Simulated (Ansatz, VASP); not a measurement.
**Two plane-wave programs on GeSb2Te4**

```
CELL_PARAMETERS angstrom
-3.05849 3.05849 6.06678
3.05849 -3.05849 6.06678
3.05849 3.05849 -6.06678
ATOMIC_POSITIONS crystal
Ge 0.00000 0.00000 0.00000
Sb 0.50000 0.50000 0.00000
Sb 0.25000 0.75000 0.50000
Te 0.50346 0.00346 0.50000
Te 0.24618 0.24618 0.00000
Te 0.99654 0.49654 0.50000
Te 0.75382 0.75382 0.00000
```

Alike in both runs: functional PBE; k mesh 8 × 8 × 8; occupations gaussian, width 0.1 eV; no spin polarisation.

Ansatz relaxed the structure, and its values are those at the end. VASP's run is a single point on that final structure, the one shown.

|  | VASP | Ansatz |
| --- | --- | --- |
| version | VASP 6.6.1 | Ansatz 0.2.0 |
| potentials or method | VASP PAW PBE potentials, release 64 (Ge_d, Sb, Te), cutoff 520 eV | scalar-relativistic, plane waves, PAW |
| valence electrons in the cell | 48 | 108 |

```tsv
	VASP	Ansatz	Ansatz less VASP
gap on the k mesh at the Fermi level (eV)	none	none	-
pressure (GPa)	0.0	0.0	+0.04
```

A gap of «none» marks a metal or a gap that the smearing closes. VASP's potentials hold 48 valence electrons a cell and Ansatz's 108, so a difference there can come from the potentials and not from the codes.

Neither program's run includes spin-orbit coupling.
